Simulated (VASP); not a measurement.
# Co (P6_3/mmc) in VASP: notebook

The runs below take Co through single point, with PBE, r2SCAN.

Program: VASP 6.6.1. These are calculated values, not measurements. Logs are shortened: lines on timing, memory, paths and dates and some standing lists are left out, and cuts for length are marked.

## Step 1: The cell of the first run

It takes space group P6_3/mmc (No. 194, hexagonal). The conventional cell has a = 2.498 Å, b = 2.498 Å, c = 4.029 Å, α = 90.00°, β = 90.00°, γ = 120.00°. Co (site symmetry -6m2) has 12 Co at 2.48 to 2.50 Å within 3.3 Å.

## Step 2: Single point, PBE, collinear spin, ferromagnetic start

Input file INCAR:

```
SYSTEM = Co
PREC = Accurate
ENCUT = 520
EDIFF = 1E-6
ISMEAR = 0
SIGMA = 0.05
LREAL = .False.
LASPH = .True.
NELM = 150
ALGO = Fast
ISIF = 2
LWAVE = .False.
LCHARG = .False.
ISPIN = 2
MAGMOM = 1.5 1.5
LORBIT = 11
LMAXMIX = 4
GGA = PE
NBANDS = 20
```

Input file KPOINTS:

```
regular mesh
0
Gamma
  10 10 6
  0 0 0
```

Input file POSCAR:

```
Co
1.0
    2.4979327839      0.0000000000      0.0000000000
   -1.2489663919      2.1632732478      0.0000000000
    0.0000000000      0.0000000000      4.0294966984
Co
2
Direct
    0.3333333333      0.6666666667      0.7500000000
    0.6666666667      0.3333333333      0.2500000000
```

Potentials or basis: VASP PAW PBE potentials, release 64 (Co).

Launch:

```console
$ cat potpaw_PBE.64/Co/POTCAR > POTCAR
$ mpirun -np 1 vasp_std > vasp.out
```

OUTCAR:

```text
SYSTEM = Co
   PREC = Accurate
   ENCUT = 520
   EDIFF = 1E-6
   ISMEAR = 0
   LREAL = .False.
   LASPH = .True.
   NELM = 150
   ISIF = 2
   ISPIN = 2
   LORBIT = 11
   GGA = PE

 ion  position               nearest neighbor table
   1  0.333  0.667  0.750-   2 2.48   2 2.48   2 2.48   2 2.48   2 2.48   2 2.48
   2  0.667  0.333  0.250-   1 2.48   1 2.48   1 2.48   1 2.48   1 2.48   1 2.48

  LATTYP: Found a hexagonal cell.
 ALAT       =     2.4979327839
 C/A-ratio  =     1.6131325568

  Lattice vectors:

 A1 = (   2.4979327839,   0.0000000000,   0.0000000000)
 A2 = (  -1.2489663919,   2.1632732478,   0.0000000000)
 A3 = (   0.0000000000,   0.0000000000,   4.0294966984)

Analysis of symmetry for initial positions (statically):
=====================================================================
 Subroutine PRICEL returns:
 Original cell was already a primitive cell.

 Routine SETGRP: Setting up the symmetry group for a
 hexagonal supercell.

 Subroutine GETGRP returns: Found 24 space group operations
 (whereof 12 operations were pure point group operations)
 out of a pool of 24 trial point group operations.

The static configuration has the point symmetry D_3d.
 The point group associated with its full space group is D_6h.

Analysis of symmetry for dynamics (positions and initial velocities):
=====================================================================
 Subroutine PRICEL returns:
 Original cell was already a primitive cell.

 Routine SETGRP: Setting up the symmetry group for a
 hexagonal supercell.

 Subroutine GETGRP returns: Found 24 space group operations
 (whereof 12 operations were pure point group operations)
 out of a pool of 24 trial point group operations.

The dynamic configuration has the point symmetry D_3d.
 The point group associated with its full space group is D_6h.

Analysis of structural, dynamic, and magnetic symmetry:
=====================================================================
 Subroutine PRICEL returns:
 Original cell was already a primitive cell.

 Routine SETGRP: Setting up the symmetry group for a
 hexagonal supercell.

 Subroutine GETGRP returns: Found 24 space group operations
 (whereof 12 operations were pure point group operations)
 out of a pool of 24 trial point group operations.

The overall configuration has the point symmetry D_3d.
 The point group associated with its full space group is D_6h.

 Subroutine INISYM returns: Found 24 space group operations
 (whereof 12 operations are pure point group operations),
 and found     1 'primitive' translations

----------------------------------------------------------------------------------------

                                     Primitive cell

  volume of cell :      21.7742

  direct lattice vectors                    reciprocal lattice vectors
     2.497932784  0.000000000  0.000000000     0.400331028  0.231131227  0.000000000
    -1.248966392  2.163273248  0.000000000     0.000000000  0.462262454  0.000000000
     0.000000000  0.000000000  4.029496698     0.000000000  0.000000000  0.248169951

  length of vectors
     2.497932784  2.497932784  4.029496698     0.462262454  0.462262454  0.248169951

  position of ions in fractional coordinates (direct lattice)
     0.333333333  0.666666667  0.750000000
     0.666666667  0.333333333  0.250000000

  ion indices of the primitive-cell ions
   primitive index   ion index
                 1           1
                 2           2

----------------------------------------------------------------------------------------

 KPOINTS: regular mesh

Automatic generation of k-mesh.
 Grid dimensions read from file:
 generate k-points for:   10   10    6

 Generating k-lattice:

  Cartesian coordinates                     Fractional coordinates (reciprocal lattice)
     0.040033103  0.023113123  0.000000000     0.100000000  0.000000000  0.000000000
     0.000000000  0.046226245  0.000000000     0.000000000  0.100000000  0.000000000
     0.000000000  0.000000000  0.041361659     0.000000000  0.000000000  0.166666667

  Length of vectors
     0.046226245  0.046226245  0.041361659

  Shift w.r.t. Gamma in fractional coordinates (k-lattice)
     0.000000000  0.000000000  0.000000000

 Subroutine IBZKPT returns following result:
 ===========================================

 Found     56 irreducible k-points:

 Following reciprocal coordinates:
            Coordinates               Weight
  0.000000  0.000000  0.000000      1.000000
  0.100000 -0.000000  0.000000      6.000000
  0.200000 -0.000000  0.000000      6.000000
  0.300000  0.000000  0.000000      6.000000
  0.400000  0.000000  0.000000      6.000000
  0.500000  0.000000  0.000000      3.000000
[... 16 lines left out ...]
  0.300000  0.100000  0.166667     24.000000
  0.400000  0.100000  0.166667     24.000000
 [... further k-points ...]
   k-points           NKPTS =     56   k-points in BZ     NKDIM =     56   number of bands    NBANDS=     20
[... 33 lines left out ...]
   EFERMI_NEDOS =   21; number of points for ismear=-14 and -15
   IALGO  =     68    algorithm
   IMIX   =      4    mixing-type and parameters
     AMIX     =   0.40;   BMIX     =  1.00
     AMIX_MAG =   1.60;   BMIX_MAG =  1.00
  volume/ion in A,a.u.               =      10.89        73.47
  Fermi-wavevector in a.u.,A,eV,Ry     =   1.536449  2.903467 32.118922  2.360674
  Thomas-Fermi vector in A             =   2.643096
   LORBIT       =     11    0 simple, 1 ext, 2 COOP (PROOUT), +10 PAW based schemes
   GGA     = PE    functional components
   LHFCALC =     F    Hartree Fock is set to
   AEXX    =    0.0000 exact exchange contribution
   IVDW    =     0    specifies the selected vdW correction
   LEPSILON=     F    determine dielectric tensor
   LRPA    =     F    only Hartree local field effects (RPA)
 spin polarized calculation
 RMM-DIIS sequential band-by-band and
 Gauss-broadening in eV      SIGMA  =   0.05
  energy-cutoff  :      520.00
  volume of cell :       21.77
 maximum number of plane-waves:       602
 NGX is ok and might be reduce to    20
   NGX =  9   NGY =  9   NGZ = 15

 number of electron      17.9999996 magnetization       3.3162823

 Free energy of the ion-electron system (eV)
  ---------------------------------------------------
  ext. energy  EPLUGINS =         0.00000000
  ---------------------------------------------------
  free energy    TOTEN  =       -14.07405462 eV

  energy without entropy =      -14.07131092  energy(sigma->0) =      -14.07268277

 E-fermi :  10.1727     XC(G=0): -13.3841

 val. band max:       10.1595181792   @ k =   0.0000   0.0000   0.0000
 cond. band min:      10.1861130167   @ k =   0.2000   0.1000   0.3333
 fundamental gap:      0.0265948375
 Fermi energy:        10.1727477844

 spin component 1

 k-point     1 :       0.0000    0.0000    0.0000
  band No.  band energies     occupation
      1       1.3135      1.00000
      2       5.0774      1.00000
      3       7.5856      1.00000
      4       7.5906      1.00000
      5       7.5906      1.00000
      6       7.9021      1.00000
[... 12 lines left out ...]
     19      35.9755      0.00000
     20      35.9755      0.00000
[... 507 lines left out ...]
 k-point    24 :       0.4000    0.1000    0.1667
  band No.  band energies     occupation
      1       5.3124      1.00000
      2       5.6876      1.00000
      3       6.2355      1.00000
      4       6.7606      1.00000
      5       7.4262      1.00000
      6       8.0562      1.00000
[... 12 lines left out ...]
     19      34.3701      0.00000
     20      34.6388      0.00000

 [... further k-points ...]

 spin component 2

 k-point     1 :       0.0000    0.0000    0.0000
  band No.  band energies     occupation
      1       1.3204      1.00000
      2       6.0583      1.00000
      3       9.2645      1.00000
      4       9.2820      1.00000
      5       9.2820      1.00000
      6       9.6490      1.00000
[... 12 lines left out ...]
     19      36.2860      0.00000
     20      36.2860      0.00000
[... 507 lines left out ...]
 k-point    24 :       0.4000    0.1000    0.1667
  band No.  band energies     occupation
      1       6.2502      1.00000
      2       6.9007      1.00000
      3       7.3841      1.00000
      4       7.9261      1.00000
      5       9.0560      1.00000
      6       9.5651      1.00000
[... 12 lines left out ...]
     19      34.5333      0.00000
     20      35.0116      0.00000

 [... further k-points ...]

------------------------ aborting loop because EDIFF is reached ----------------------------------------

  FORCE on cell =-STRESS in cart. coord.  units (eV):
  Direction    XX          YY          ZZ          XY          YZ          ZX
  --------------------------------------------------------------------------------------
  -------------------------------------------------------------------------------------
  Total       -0.0538315     -0.0538315     -0.0786541     -0.0000000      0.0000000      0.0000000
  in kB       -3.9609920     -3.9609920     -5.7874736     -0.0000000      0.0000000      0.0000000
  external PRESSURE =      -4.5698192 kB  Pullay stress =       0.0000000 kB

 VOLUME and BASIS-vectors are now :
 -----------------------------------------------------------------------------
  energy-cutoff  :      520.00
  volume of cell :       21.77
      direct lattice vectors                 reciprocal lattice vectors
     2.497932784  0.000000000  0.000000000     0.400331028  0.231131227  0.000000000
    -1.248966392  2.163273248  0.000000000     0.000000000  0.462262454  0.000000000
     0.000000000  0.000000000  4.029496698     0.000000000  0.000000000  0.248169951

 POSITION                                       TOTAL-FORCE (eV/Angst)
 -----------------------------------------------------------------------------------
     -0.00000      1.44218      3.02212         0.000000     -0.000000      0.000000
      1.24897      0.72109      1.00737        -0.000000      0.000000      0.000000
 -----------------------------------------------------------------------------------
    total drift:                               -0.000000      0.000000     -0.000000

  FREE ENERGIE OF THE ION-ELECTRON SYSTEM (eV)
  ---------------------------------------------------
  free  energy   TOTEN  =       -14.0740546202 eV

  energy  without entropy=      -14.0713109219  energy(sigma->0) =      -14.07268277

 total charge

# of ion       s       p       d       tot
------------------------------------------
    1        0.489   0.520   7.257   8.266
    2        0.489   0.520   7.257   8.266
--------------------------------------------------
tot          0.977   1.040  14.514  16.531

 magnetization (x)

# of ion       s       p       d       tot
------------------------------------------
    1       -0.013  -0.052   1.742   1.677
    2       -0.013  -0.052   1.742   1.677
--------------------------------------------------
tot         -0.026  -0.104   3.485   3.355
```

Run time: 30 s. Hardware: 1 thread of AMD EPYC 9R45 (Zen 5), shared host; peak memory 0.13 GiB.

What came out:

```
Free energy                                           : -14.0741 eV
Pressure                                              : -0.5 GPa
Net moment                                            : 3.32 μB per cell
Site moments                                          : Co +1.68 μB
Valence electrons inside the program's atomic spheres : Co 8.27
```

## Step 3: Single point, r2SCAN

This run uses another cell than the first one, of 10.63 Å³/atom.

Input file POSCAR:

```
Co
1.0
    2.4726832989      0.0000000000      0.0000000000
   -1.2363416495      2.1414065524      0.0000000000
    0.0000000000      0.0000000000      4.0144467266
Co
2
Direct
    0.3333333333      0.6666666667      0.7500000000
    0.6666666667      0.3333333333      0.2500000000
```

Input file INCAR.step1:

```
  PREC = Accurate
  ENCUT = 520
  ISMEAR = 0
  SIGMA = 0.05
  LREAL = False
  LASPH = True
  NELM = 60
  NBANDS = 16
  GGA = PE
  ALGO = Normal
  EDIFF = 1E-4
  LWAVE = True
  LCHARG = False
```

Input file INCAR.step2:

```
  PREC = Accurate
  ENCUT = 520
  EDIFF = 1E-7
  ISMEAR = 0
  SIGMA = 0.05
  LREAL = False
  LASPH = True
  NELM = 60
  ALGO = Normal
  ISIF = 2
  LWAVE = False
  LCHARG = True
  METAGGA = R2SCAN
  LMIXTAU = True
  LELF = True
  LVHAR = True
  NBANDS = 16
  ISTART = 1
```

Input file KPOINTS:

```
Automatic mesh
0
Gamma
  20 20 10
```

Potentials or basis: VASP PAW PBE potentials, release 64 (Co).

Launch:

```console
$ cat potpaw_PBE.64/Co/POTCAR > POTCAR
$ cp INCAR.step1 INCAR
$ mpirun -np 1 vasp_std > vasp.out
$ cp INCAR.step2 INCAR
$ mpirun -np 1 vasp_std > vasp.out
```

Wall time 3 min (1 thread of AMD EPYC 9R45 (Zen 5), shared host); peak memory 0.16 GiB.

The run converged. Its results:

| Quantity | Value |
| --- | --- |
| Free energy | -25.3390 eV |
| Pressure | -15.8 GPa |
| Band gap on the k mesh | zero (bands 9 and 10 overlap by 1.52 eV) |

Stress tensor (GPa, compression positive):
```
-15.13   0.00   0.00
  0.00 -15.13   0.00
  0.00   0.00 -17.26
```

Levels at points of the mesh, in eV from the Fermi level:
| k point | band 6 | band 7 | band 8 | band 9 | band 10 | band 11 | band 12 | band 13 |
| --- | --- | --- | --- | --- | --- | --- | --- | --- |
| (0.00, 0.00, 0.00) | -1.51 | -1.51 | -1.12 | -1.12 | -0.18 | 0.08 | 0.08 | 7.28 |
| (0.50, 0.00, 0.00) | -1.89 | -1.48 | 0.25 | 0.32 | 0.41 | 1.96 | 4.05 | 10.45 |
| (0.00, 0.00, 0.50) | -1.93 | -1.93 | -1.93 | -0.26 | -0.26 | -0.26 | -0.26 | 16.00 |
| (0.50, 0.00, 0.50) | -0.99 | -0.36 | -0.36 | 0.35 | 0.35 | 1.93 | 1.93 | 8.23 |

Caveat: the cell stands under tension; the PAW data sets were made with another functional, which shifts forces and pressure a little; the run has no spin polarisation, though such a crystal can be magnetic. Spin polarisation is off, so any magnetic state and its effect on volume and gap are missing.

## Step 4: Single point, r2SCAN, collinear spin, ferromagnetic start (10.50 Å³/atom)

This run uses another cell than the first one, of 10.50 Å³/atom.

Input file POSCAR:

```
Co
1.0
    2.4627282676      0.0000000000      0.0000000000
   -1.2313641338      2.1327852424      0.0000000000
    0.0000000000      0.0000000000      3.9982845505
Co
2
Direct
    0.3333333333      0.6666666667      0.7500000000
    0.6666666667      0.3333333333      0.2500000000
```

Input file INCAR.step1:

```
PREC = Accurate ; ENCUT = 520
ISMEAR = 0 ; SIGMA = 0.05
LREAL = False ; LASPH = True
NELM = 150 ; ISPIN = 2
MAGMOM = 2.1 2.1 ; LMAXMIX = 4
NBANDS = 20 ; GGA = PE
ALGO = Normal ; EDIFF = 1E-4
LWAVE = True ; LCHARG = False
```

Input file INCAR.step2:

```
PREC = Accurate ; ENCUT = 520
EDIFF = 1E-6 ; ISMEAR = 0
SIGMA = 0.05 ; LREAL = False
LASPH = True ; NELM = 150
ALGO = Normal ; ISIF = 2
LWAVE = False ; LCHARG = True
ISPIN = 2 ; MAGMOM = 2.1 2.1
LORBIT = 11 ; LMAXMIX = 4
METAGGA = R2SCAN ; LMIXTAU = True
LELF = True ; LVHAR = True
NBANDS = 20 ; ISTART = 1
```

Input file KPOINTS:

```
regular mesh
0
Gamma
  20 20 10
```

Launch:

```console
$ cat potpaw_PBE.64/Co/POTCAR > POTCAR
$ cp INCAR.step1 INCAR
$ mpirun -np 1 vasp_std > vasp.out
$ cp INCAR.step2 INCAR
$ mpirun -np 1 vasp_std > vasp.out
```

It took 6.2 min on 1 thread of AMD EPYC 9R45 (Zen 5), shared host; peak memory 0.23 GiB.

Results (log left out):

```yaml
Free_energy: -26.4119 eV
Pressure: 2.9 GPa
Net_moment: 3.48 μB per cell
Site_moments: Co +1.80 μB
Valence_electrons_inside_the_program's_atomic_spheres: Co 8.36
```

Stress tensor (GPa, compression positive):
```
2.97 0.00 0.00
0.00 2.97 0.00
0.00 0.00 2.67
```

Levels at points of the mesh, in eV from the Fermi level:
Spin up:
| k point | band 8 | band 9 | band 10 | band 11 | band 12 | band 13 | band 14 | band 15 |
| --- | --- | --- | --- | --- | --- | --- | --- | --- |
| (0.00, 0.00, 0.00) | -2.71 | -2.71 | -1.58 | -1.58 | -0.29 | 6.42 | 23.03 | 25.95 |
| (0.50, 0.00, 0.00) | -1.41 | -1.36 | -1.26 | 0.98 | 3.23 | 10.03 | 10.83 | 13.04 |
| (0.00, 0.00, 0.50) | -3.46 | -1.90 | -1.90 | -1.90 | -1.90 | 15.57 | 15.57 | 23.83 |
| (0.50, 0.00, 0.50) | -1.74 | -1.32 | -1.32 | 1.49 | 1.49 | 7.44 | 7.44 | 19.34 |
Spin down:
| k point | band 5 | band 6 | band 7 | band 8 | band 9 | band 10 |
| --- | --- | --- | --- | --- | --- | --- |
| (0.00, 0.00, 0.00) | -0.92 | -0.81 | -0.51 | -0.51 | 0.00 | 0.00 |
| (0.50, 0.00, 0.00) | -1.11 | -1.06 | -0.63 | 1.45 | 1.60 | 1.63 |
| (0.00, 0.00, 0.50) | -0.98 | -0.98 | -0.98 | -0.98 | 0.95 | 0.95 |
| (0.50, 0.00, 0.50) | 0.04 | 0.04 | 0.10 | 0.10 | 1.56 | 1.56 |

Caveat: the PAW data sets were made with another functional, which shifts forces and pressure a little.

## Step 5: Single point, r2SCAN, collinear spin, ferromagnetic start (10.63 Å³/atom)

This run uses another cell than the first one, of 10.63 Å³/atom.

Input file POSCAR:

```
Co
1.0
    2.4726832989      0.0000000000      0.0000000000
   -1.2363416495      2.1414065524      0.0000000000
    0.0000000000      0.0000000000      4.0144467266
Co
2
Direct
    0.3333333333      0.6666666667      0.7500000000
    0.6666666667      0.3333333333      0.2500000000
```

Input file INCAR.step1:

```
ALGO = Normal ; EDIFF = 1E-4
ENCUT = 520 ; GGA = PE
ISMEAR = 0 ; ISPIN = 2
LASPH = T ; LCHARG = F
LMAXMIX = 4 ; LREAL = F
LWAVE = T ; MAGMOM = 2.07 2.07
NBANDS = 20 ; NELM = 150
PREC = Accurate ; SIGMA = 0.05
```

Input file INCAR.step2:

```
ALGO = Normal ; EDIFF = 1E-6
ENCUT = 520 ; ISIF = 2
ISMEAR = 0 ; ISPIN = 2
ISTART = 1 ; LASPH = T
LCHARG = F ; LMAXMIX = 4
LMIXTAU = T ; LORBIT = 11
LREAL = F ; LWAVE = F
MAGMOM = 2.07 2.07 ; METAGGA = R2SCAN
NBANDS = 20 ; NELM = 150
PREC = Accurate ; SIGMA = 0.05
```

Input file KPOINTS:

```
k-points
0
Gamma
  20 20 10
```

Launch:

```console
$ cat potpaw_PBE.64/Co/POTCAR > POTCAR
$ cp INCAR.step1 INCAR
$ mpirun -np 1 vasp_std > vasp.out
$ cp INCAR.step2 INCAR
$ mpirun -np 1 vasp_std > vasp.out
```

Run time: 6.7 min. Hardware: 1 thread of AMD EPYC 9R45 (Zen 5), shared host; peak memory 0.23 GiB.

It converged, with:

- Free energy: -26.4141 eV
- Pressure: -0.1 GPa
- Net moment: 3.49 μB per cell
- Site moments: Co +1.81 μB
- Valence electrons inside the program's atomic spheres: Co 8.34

Stress tensor (GPa, compression positive):
```
 0.00  0.00  0.00
 0.00  0.00  0.00
 0.00  0.00 -0.19
```

Levels at points of the mesh, in eV from the Fermi level:
Spin up:
```tsv
k point	band 8	band 9	band 10	band 11	band 12	band 13	band 14	band 15
(0.00, 0.00, 0.00)	-2.72	-2.72	-1.61	-1.61	-0.28	6.31	22.92	25.72
(0.50, 0.00, 0.00)	-1.44	-1.39	-1.29	0.94	3.16	9.92	10.70	12.92
(0.00, 0.00, 0.50)	-3.45	-1.92	-1.92	-1.92	-1.92	15.42	15.42	23.71
(0.50, 0.00, 0.50)	-1.75	-1.35	-1.35	1.46	1.46	7.32	7.32	19.17
```
Spin down:
| k point | band 3 | band 4 | band 5 | band 6 | band 7 | band 8 | band 9 | band 10 | band 11 | band 12 |
| --- | --- | --- | --- | --- | --- | --- | --- | --- | --- | --- |
| (0.00, 0.00, 0.00) | -0.98 | -0.90 | -0.90 | -0.82 | -0.50 | -0.50 | 0.00 | 0.00 | 1.30 | 1.31 |
| (0.50, 0.00, 0.00) | -3.53 | -2.35 | -1.09 | -1.03 | -0.62 | 1.43 | 1.58 | 1.60 | 2.68 | 4.47 |
| (0.00, 0.00, 0.50) | -1.67 | -1.67 | -0.96 | -0.96 | -0.96 | -0.96 | 0.94 | 0.94 | 0.94 | 0.94 |
| (0.50, 0.00, 0.50) | -2.58 | -2.58 | 0.03 | 0.03 | 0.10 | 0.10 | 1.54 | 1.54 | 2.22 | 2.22 |

Caveat: the PAW data sets were made with another functional, which shifts forces and pressure a little.

## Step 6: Summary

```tsv
level	spin	cell	k mesh	gap on the mesh (eV)	pressure (GPa)	moment (μB)
PBE	collinear, ferromagnetic start	a = 2.498, b = 2.498, c = 4.029 Å, angles 90.0, 90.0, 120.0°, 2 atoms	10 × 10 × 6	none	-0.5	3.32
r2SCAN	off	a = 2.473, b = 2.473, c = 4.014 Å, angles 90.0, 90.0, 120.0°, 2 atoms	20 × 20 × 10	none	-15.8	-
r2SCAN	collinear, ferromagnetic start	a = 2.463, b = 2.463, c = 3.998 Å, angles 90.0, 90.0, 120.0°, 2 atoms	20 × 20 × 10	none	2.9	3.48
r2SCAN	collinear, ferromagnetic start	a = 2.473, b = 2.473, c = 4.014 Å, angles 90.0, 90.0, 120.0°, 2 atoms	20 × 20 × 10	none	-0.1	3.49
```

Alike in all rows: task single point; potentials or basis VASP PAW PBE potentials, release 64 (Co); cutoff (eV) 520; smearing gaussian 0.05 eV.

Caveats: the PAW data sets were made with another functional, which shifts forces and pressure a little (at least some runs); the cell stands under tension (at least some runs).

Absolute energies hang on the potentials; compare differences alone.

The gap in the log of VASP goes by the Fermi energy; the results here count the filled bands.